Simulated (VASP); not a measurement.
Crystal: CdSe.

```
CELL_PARAMETERS angstrom
4.38270 0.00000 0.00000
-2.19135 3.79553 0.00000
0.00000 0.00000 14.30532
ATOMIC_POSITIONS crystal
Cd 0.00000 0.00000 0.99984
Cd 0.33333 0.66667 0.24997
Cd 0.00000 0.00000 0.49984
Cd 0.66667 0.33333 0.74997
Se 0.00000 0.00000 0.18747
Se 0.33333 0.66667 0.43773
Se 0.00000 0.00000 0.68747
Se 0.66667 0.33333 0.93773
```

| Property | Result |
| --- | --- |
| Program | VASP 6.6.1 |
| Task | relaxation of cell and atoms |
| Functional | PBEsol |
| Potentials or basis | VASP PAW PBE potentials, release 64 (Cd, Se) |
| Cutoff | 600 eV |
| k mesh | 6 × 6 × 2 |
| Occupations | fermi-dirac, width 0.02 eV |
| Spin | no spin polarisation |

At the start: pressure -2.3 GPa; volume 29.75 Å³/atom.

Task: Where does the relaxation end?

Result: Over 3 steps the energy falls by 11.2 meV/atom and the volume is 28.28 Å³/atom (-4.9 %); space group P6_3mc (No. 186, to 0.05 Å).

Step by step:
| step | energy change (eV) | largest force (eV/Å) | pressure (GPa) | volume (Å³) |
| --- | --- | --- | --- | --- |
| 1 | 0.0000 | 0.0022 | -2.34 | 237.96 |
| 2 | -0.0829 | 0.0031 | 0.70 | 223.34 |
| 3 | -0.0892 | 0.0020 | 0.01 | 226.26 |

Final structure:
```
Cd Se
1.0
     4.30972    0.00000    0.00000
    -2.15486    3.73233    0.00000
     0.00000    0.00000   14.06614
Cd Se
4 4
Direct
  0.00000 0.00000 0.99983
  0.33333 0.66667 0.24996
  0.00000 0.00000 0.49983
  0.66667 0.33333 0.74996
  0.00000 0.00000 0.18747
  0.33333 0.66667 0.43773
  0.00000 0.00000 0.68747
  0.66667 0.33333 0.93773
```

Caveat: the PAW data sets were made with another functional, which shifts forces and pressure a little.
